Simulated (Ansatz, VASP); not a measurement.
One calculation of CdTe, two programs

INCAR

```
ALGO = Normal ; EDIFF = 1E-6
ENCUT = 520 ; GGA = PE
ISIF = 2 ; ISMEAR = 0
IVDW = 13 ; LASPH = True
LCHARG = False ; LREAL = False
LWAVE = False ; NBANDS = 16
NELM = 80 ; PREC = Accurate
SIGMA = 0.05
```

File KPOINTS:

```
k-points
0
Gamma
  6 6 6
```

POSCAR

```
CdTe
1.0
    0.0000000000      3.2207662408      3.2207662408
    3.2207662408      0.0000000000      3.2207662408
    3.2207662408      3.2207662408      0.0000000000
Cd Te
1 1
Direct
    0.0000000000      0.0000000000      0.0000000000
    0.2500000000      0.2500000000      0.2500000000
```

Input for Ansatz:

```yaml
crystal:
  lattice:
    - [0.0, 3.2207662408, 3.2207662408]
    - [3.2207662408, 0.0, 3.2207662408]
    - [3.2207662408, 3.2207662408, 0.0]
  atoms:
    - { symbol: Cd, position: [0.0, 0.0, 0.0] }
    - { symbol: Te, position: [0.25, 0.25, 0.25] }
basis:
  ecutwfc: 420
  ecutrho_ratio: 4
kpoints:
  mp_grid: { grid: [6, 6, 6] }
hamiltonian:
  xc: pbe
  dispersion: d4
scf:
  occupations: { method: gaussian, width: 0.05 }
output:
  forces: true
  stress: true
  eigenvalues: true
```

Alike in both runs: task single point; functional PBE; dispersion D4; k mesh 6 × 6 × 6; occupations gaussian, width 0.05 eV; no spin polarisation.

|  | VASP | Ansatz |
| --- | --- | --- |
| version | VASP 6.6.1 | Ansatz 0.2.0 |
| potentials or method | VASP PAW PBE potentials, release 64 (Cd, Te), cutoff 520 eV | scalar-relativistic, plane waves, PAW |
| valence electrons in the cell | 18 | 36 |

|  | VASP | Ansatz | Ansatz less VASP |
| --- | --- | --- | --- |
| gap on the k mesh at the Fermi level (eV) | 0.83 | 0.83 | 0.000 |
| least direct gap on the mesh (eV) | 0.83 | 0.83 | 0.000 |
| pressure (GPa) | 1.7 | 1.5 | -0.15 |

VASP's potentials hold 18 valence electrons a cell and Ansatz's 36, so a difference there can come from the potentials and not from the codes.

Neither program's run includes spin-orbit coupling.
